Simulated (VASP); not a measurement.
# C (P6_3/mmc) in VASP: relaxation of cell and atoms with PBEsol

Aim: the relaxation of cell and atoms of C with PBEsol.

All numbers are computed with VASP 6.6.1; they aren't measurements. Logs are shortened: lines on timing, memory, paths and dates and some standing lists are left out, and cuts for length are marked.

### 1 The cell of the first run

Symmetry: P6_3/mmc, No. 194, hexagonal system. Conventional cell: a = 2.499 Å, b = 2.499 Å, c = 16.643 Å, α = 90.00°, β = 90.00°, γ = 120.00°. Within 2.0 Å of C (site symmetry 3m) lie 4 C at 1.53 to 1.56 Å. Within 2.0 Å of C (site symmetry 3m) lie 4 C at 1.53 to 1.56 Å. C (site symmetry 3m) has 4 C at 1.53 to 1.56 Å within 2.0 Å. Within 2.0 Å of C (site symmetry 3m) lie 4 C at 1.53 to 1.56 Å.

### 2 Relaxation of cell and atoms, PBEsol

File INCAR:

```
SYSTEM = C
PREC = Accurate
ENCUT = 600
EDIFF = 1E-6
ISMEAR = 0
SIGMA = 0.02
LREAL = Auto
LASPH = .True.
NELM = 60
ALGO = Normal
ISIF = 3
LWAVE = .False.
LCHARG = .False.
GGA = PS
IBRION = 2
NSW = 65
EDIFFG = -0.01
```

File KPOINTS:

```
regular mesh
0
Gamma
  12 12 2
  0 0 0
```

File POSCAR:

```
C
1.0
    2.4988149889      0.0000000000      0.0000000000
   -1.2494074945      2.1640372598      0.0000000000
    0.0000000000      0.0000000000     16.6433434219
C
16
Direct
    0.0000000000      0.0000000000      0.0000000000
    0.0000000000      0.0000000000      0.0937500000
    0.3333333333      0.6666666667      0.1250000000
    0.3333333333      0.6666666667      0.2187500000
    0.0000000000      0.0000000000      0.2500000000
    0.0000000000      0.0000000000      0.3437500000
    0.3333333333      0.6666666667      0.3750000000
    0.3333333333      0.6666666667      0.4687500000
    0.0000000000      0.0000000000      0.5000000000
    0.0000000000      0.0000000000      0.5937500000
    0.6666666667      0.3333333333      0.6250000000
    0.6666666667      0.3333333333      0.7187500000
    0.0000000000      0.0000000000      0.7500000000
    0.0000000000      0.0000000000      0.8437500000
    0.6666666667      0.3333333333      0.8750000000
    0.6666666667      0.3333333333      0.9687500000
```

Potentials or basis: VASP PAW PBE potentials, release 64 (C).

The run is started by

```sh
> cat potpaw_PBE.64/C/POTCAR > POTCAR
> mpirun -np 1 vasp_std > vasp.out
```

OUTCAR:

```text
SYSTEM = C
   PREC = Accurate
   ENCUT = 600
   EDIFF = 1E-6
   ISMEAR = 0
   LREAL = Auto
   LASPH = .True.
   NELM = 60
   ISIF = 3
   GGA = PS
   IBRION = 2
   NSW = 65
   EDIFFG = -0.01

 ion  position               nearest neighbor table
   1  0.000  0.000  0.000-  16 1.53  16 1.53  16 1.53   2 1.56
   2  0.000  0.000  0.094-   3 1.53   3 1.53   3 1.53   1 1.56
   3  0.333  0.667  0.125-   2 1.53   2 1.53   2 1.53   4 1.56
   4  0.333  0.667  0.219-   5 1.53   5 1.53   5 1.53   3 1.56
   5  0.000  0.000  0.250-   4 1.53   4 1.53   4 1.53   6 1.56
   6  0.000  0.000  0.344-   7 1.53   7 1.53   7 1.53   5 1.56
[... 8 lines left out ...]
  15  0.667  0.333  0.875-  14 1.53  14 1.53  14 1.53  16 1.56
  16  0.667  0.333  0.969-   1 1.53   1 1.53   1 1.53  15 1.56

  LATTYP: Found a hexagonal cell.
 ALAT       =     2.4988149889
 C/A-ratio  =     6.6604944727

  Lattice vectors:

 A1 = (   2.4988149889,   0.0000000000,   0.0000000000)
 A2 = (  -1.2494074945,   2.1640372598,   0.0000000000)
 A3 = (   0.0000000000,   0.0000000000,  16.6433434219)

Analysis of symmetry for initial positions (statically):
=====================================================================
 Subroutine PRICEL returns:
 Original cell was already a primitive cell.

 Routine SETGRP: Setting up the symmetry group for a
 hexagonal supercell.

 Subroutine GETGRP returns: Found 24 space group operations
 (whereof  6 operations were pure point group operations)
 out of a pool of 24 trial point group operations.

The static configuration has the point symmetry C_3v.
 The point group associated with its full space group is D_6h.

Analysis of symmetry for dynamics (positions and initial velocities):
=====================================================================
 Subroutine PRICEL returns:
 Original cell was already a primitive cell.

 Routine SETGRP: Setting up the symmetry group for a
 hexagonal supercell.

 Subroutine GETGRP returns: Found 24 space group operations
 (whereof  6 operations were pure point group operations)
 out of a pool of 24 trial point group operations.

The dynamic configuration has the point symmetry C_3v.
 The point group associated with its full space group is D_6h.

 Subroutine INISYM returns: Found 24 space group operations
 (whereof  6 operations are pure point group operations),
 and found     1 'primitive' translations

----------------------------------------------------------------------------------------

                                     Primitive cell

  volume of cell :      89.9994

  direct lattice vectors                    reciprocal lattice vectors
     2.498814989  0.000000000  0.000000000     0.400189692  0.231049626  0.000000000
    -1.249407494  2.164037260  0.000000000     0.000000000  0.462099252  0.000000000
     0.000000000  0.000000000 16.643343422     0.000000000  0.000000000  0.060084081

  length of vectors
     2.498814989  2.498814989 16.643343422     0.462099252  0.462099252  0.060084081

  position of ions in fractional coordinates (direct lattice)
     0.000000000  0.000000000  0.000000000
     0.000000000  0.000000000  0.093750000
     0.333333333  0.666666667  0.125000000
     0.333333333  0.666666667  0.218750000
     0.000000000  0.000000000  0.250000000
     0.000000000  0.000000000  0.343750000
[... 8 lines left out ...]
     0.666666667  0.333333333  0.875000000
     0.666666667  0.333333333  0.968750000

  ion indices of the primitive-cell ions
   primitive index   ion index
                 1           1
                 2           2
                 3           3
                 4           4
                 5           5
                 6           6
[... 8 lines left out ...]
                15          15
                16          16

----------------------------------------------------------------------------------------

 KPOINTS: regular mesh

Automatic generation of k-mesh.
 Grid dimensions read from file:
 generate k-points for:   12   12    2

 Generating k-lattice:

  Cartesian coordinates                     Fractional coordinates (reciprocal lattice)
     0.033349141  0.019254136  0.000000000     0.083333333  0.000000000  0.000000000
     0.000000000  0.038508271  0.000000000     0.000000000  0.083333333  0.000000000
     0.000000000  0.000000000  0.030042041     0.000000000  0.000000000  0.500000000

  Length of vectors
     0.038508271  0.038508271  0.030042041

  Shift w.r.t. Gamma in fractional coordinates (k-lattice)
     0.000000000  0.000000000  0.000000000

 Subroutine IBZKPT returns following result:
 ===========================================

 Found     38 irreducible k-points:

 Following reciprocal coordinates:
            Coordinates               Weight
  0.000000  0.000000  0.000000      1.000000
  0.083333 -0.000000  0.000000      6.000000
  0.166667 -0.000000  0.000000      6.000000
  0.250000  0.000000  0.000000      6.000000
  0.333333  0.000000  0.000000      6.000000
  0.416667  0.000000  0.000000      6.000000
[... 16 lines left out ...]
  0.250000  0.000000  0.500000      6.000000
  0.333333  0.000000  0.500000      6.000000
 [... further k-points ...]
   k-points           NKPTS =     38   k-points in BZ     NKDIM =     38   number of bands    NBANDS=     41
   number of dos      NEDOS =    301   number of ions     NIONS =     16
   total plane-waves  NPLWV =  56000
   dimension x,y,z NGX =    20 NGY =   20 NGZ =  140
   dimension x,y,z NGXF=    40 NGYF=   40 NGZF=  280
   ions per type =              16
   NGX,Y,Z   is equivalent  to a cutoff of  13.31, 13.31, 13.98 a.u.
   NGXF,Y,Z  is equivalent  to a cutoff of  26.61, 26.61, 27.97 a.u.
 SYSTEM =  C
   PREC   = accura    normal or accurate (medium, high low for compatibility)
   ISTART =      0    job   : 0-new  1-cont  2-samecut
   ICHARG =      2    charge: 1-file 2-atom 10-const
   ISPIN  =      1    spin polarized calculation?
   LNONCOLLINEAR =      F non collinear calculations
   LSORBIT =      F    spin-orbit coupling
   LASPH  =      T    aspherical Exc in radial PAW
   ENCUT  =  600.0 eV  44.10 Ry    6.64 a.u.   4.99  4.99 33.24*2*pi/ulx,y,z
   NELM   =     60;   NELMIN=  2; NELMDL= -5     # of ELM steps
   EDIFF  = 0.1E-05   stopping-criterion for ELM
   LREAL  =      T    real-space projection
   EDIFFG = -.1E-01   stopping-criterion for IOM
   NSW    =     65    number of steps for IOM
   IBRION =      2    ionic relax: 0-MD 1-quasi-New 2-CG
   NFREE  =      1    steps in history (QN), initial steepest desc. (CG)
   ISIF   =      3    stress and relaxation
   ISYM   =      2    0-nonsym 1-usesym 2-fastsym
   POTIM  = 0.5000    time-step for ionic-motion
   TEBEG  =    0.0;   TEEND  =   0.0 temperature during run
   PSTRESS=    0.0 pullay stress
   NELECT =      64.0000    total number of electrons
   NUPDOWN=      -1.0000    fix difference up-down
   EMIN   =  10.00;   EMAX   =-10.00  energy-range for DOS
   EFERMI =   0.00;   METHOD = LEGACY
   ISMEAR =     0;   SIGMA  =   0.02  broadening in eV -4-tet -1-fermi 0-gaus
   EFERMI_NEDOS =   21; number of points for ismear=-14 and -15
   IALGO  =     38    algorithm
   IMIX   =      4    mixing-type and parameters
     AMIX     =   0.40;   BMIX     =  1.00
     AMIX_MAG =   1.60;   BMIX_MAG =  1.00
  volume/ion in A,a.u.               =       5.62        37.96
  Fermi-wavevector in a.u.,A,eV,Ry     =   1.461240  2.761344 29.051481  2.135224
  Thomas-Fermi vector in A             =   2.577595
   LORBIT       =      0    0 simple, 1 ext, 2 COOP (PROOUT), +10 PAW based schemes
   GGA     = PS    functional components
   LHFCALC =     F    Hartree Fock is set to
   AEXX    =    0.0000 exact exchange contribution
   IVDW    =     0    specifies the selected vdW correction
   LEPSILON=     F    determine dielectric tensor
   LRPA    =     F    only Hartree local field effects (RPA)
 conjugate gradient relaxation of ions
 non-spin polarized calculation
 Gauss-broadening in eV      SIGMA  =   0.02
  energy-cutoff  :      600.00
  volume of cell :       90.00
 maximum number of plane-waves:      3063
 NGX is ok and might be reduce to    20
   NGX =  9   NGY =  9   NGZ = 67

--------------------------------------- Ionic step        1  -------------------------------------------

 number of electron      63.9999997 magnetization

 Free energy of the ion-electron system (eV)
  ---------------------------------------------------
  ext. energy  EPLUGINS =         0.00000000
  ---------------------------------------------------
  free energy    TOTEN  =      -153.75980038 eV

  energy without entropy =     -153.75980038  energy(sigma->0) =     -153.75980038

------------------------ aborting loop because EDIFF is reached ----------------------------------------

  FORCE on cell =-STRESS in cart. coord.  units (eV):
  Direction    XX          YY          ZZ          XY          YZ          ZX
  --------------------------------------------------------------------------------------
  -------------------------------------------------------------------------------------
  Total        1.1428928      1.1428928     -2.1379382     -0.0000000     -0.0000000     -0.0000000
  in kB       20.3458885     20.3458885    -38.0597842     -0.0000000     -0.0000000     -0.0000000
  external PRESSURE =       0.8773309 kB  Pullay stress =       0.0000000 kB
[... 285 lines left out ...]
  energy  without entropy=     -153.7763313267  energy(sigma->0) =     -153.77633133

--------------------------------------- Ionic step        7  -------------------------------------------

 number of electron      63.9999997 magnetization

 Free energy of the ion-electron system (eV)
  ---------------------------------------------------
  ext. energy  EPLUGINS =         0.00000000
  ---------------------------------------------------
  free energy    TOTEN  =      -153.77651441 eV

  energy without entropy =     -153.77651441  energy(sigma->0) =     -153.77651441

 E-fermi :  10.1745     XC(G=0): -13.4689

 val. band max:       10.0491006413   @ k =   0.0000   0.0000   0.0000
 cond. band min:      14.1467328182   @ k =   0.3333   0.3333   0.0000
 fundamental gap:      4.0976321769
 Fermi energy:        10.1744949396

 k-point     1 :       0.0000    0.0000    0.0000
  band No.  band energies     occupation
      1     -11.8239      2.00000
      2     -11.4267      2.00000
      3     -11.3642      2.00000
      4     -10.1494      2.00000
      5     -10.0996      2.00000
      6      -8.0959      2.00000
[... 1045 lines left out ...]
     40      17.4677      0.00000
     41      17.7605      0.00000

 [... further k-points ...]

------------------------ aborting loop because EDIFF is reached ----------------------------------------

  FORCE on cell =-STRESS in cart. coord.  units (eV):
  Direction    XX          YY          ZZ          XY          YZ          ZX
  --------------------------------------------------------------------------------------
  -------------------------------------------------------------------------------------
  Total       -0.0256806     -0.0256806      0.0400886      0.0000000     -0.0000000      0.0000000
  in kB       -0.4571259     -0.4571259      0.7135931      0.0000000     -0.0000000      0.0000000
  external PRESSURE =      -0.0668862 kB  Pullay stress =       0.0000000 kB
[... 31 lines left out ...]
  FREE ENERGIE OF THE ION-ELECTRON SYSTEM (eV)
  ---------------------------------------------------
  free  energy   TOTEN  =      -153.7765144124 eV

  energy  without entropy=     -153.7765144124  energy(sigma->0) =     -153.77651441

 reached required accuracy - stopping structural energy minimisation
```

Run time: 17 min. Hardware: 1 thread of Oxide Virtual Turin-like, shared host; peak memory 0.25 GiB.

Results:

```
Free energy                  : -153.7765 eV
Energy gained by relaxing    : 1.0 meV/atom
Ionic steps                  : 7
Pressure after relaxing      : 0.0 GPa
Largest force after relaxing : 0.004 eV/Å
Band gap on the k mesh       : 4.10 eV (least direct gap 5.08 eV)
```

Forces on the atoms (eV/Å):
```
C    0.000  0.000  0.000
C    0.000  0.000  0.000
C    0.000  0.000 -0.004
C    0.000  0.000  0.000
C    0.000  0.000  0.004
C    0.000  0.000 -0.004
C    0.000  0.000  0.000
C    0.000  0.000  0.004
C    0.000  0.000  0.000
C    0.000  0.000  0.000
C    0.000  0.000 -0.004
C    0.000  0.000  0.000
C    0.000  0.000  0.004
C    0.000  0.000 -0.004
C    0.000  0.000  0.000
C    0.000  0.000  0.004
```

Step by step:
| step | energy change (eV) | largest force (eV/Å) | pressure (GPa) | volume (Å³) |
| --- | --- | --- | --- | --- |
| 1 | 0.0000 | 0.3707 | 0.09 | 90.00 |
| 2 | 0.0036 | 0.6016 | -0.09 | 90.04 |
| 3 | -0.0140 | 0.1648 | -0.07 | 90.02 |
| 4 | -0.0148 | 0.1780 | 0.11 | 90.00 |
| 5 | -0.0162 | 0.0697 | 0.02 | 90.01 |
| 6 | -0.0165 | 0.0427 | -0.02 | 90.01 |
| 7 | -0.0167 | 0.0042 | -0.01 | 90.01 |

Final structure:
```xyz
16
Lattice="2.5030 0.0000 0.0000 -1.2515 2.1676 0.0000 0.0000 0.0000 16.5899" Properties=species:S:1:pos:R:3 pbc="T T T"
C     0.0000    0.0000    0.0094
C     0.0000    0.0000    1.5459
C     0.0000    1.4451    2.0642
C     0.0000    1.4451    3.6238
C     0.0000    0.0000    4.1459
C     0.0000    0.0000    5.7043
C     0.0000    1.4451    6.2264
C     0.0000    1.4451    7.7860
C     0.0000    0.0000    8.3043
C     0.0000    0.0000    9.8408
C     1.2515    0.7225   10.3591
C     1.2515    0.7225   11.9188
C     0.0000    0.0000   12.4408
C     0.0000    0.0000   13.9993
C     1.2515    0.7225   14.5213
C     1.2515    0.7225   16.0809
```

Caveat: the PAW data sets were made with another functional, which shifts forces and pressure a little. A k mesh can miss the band edges.
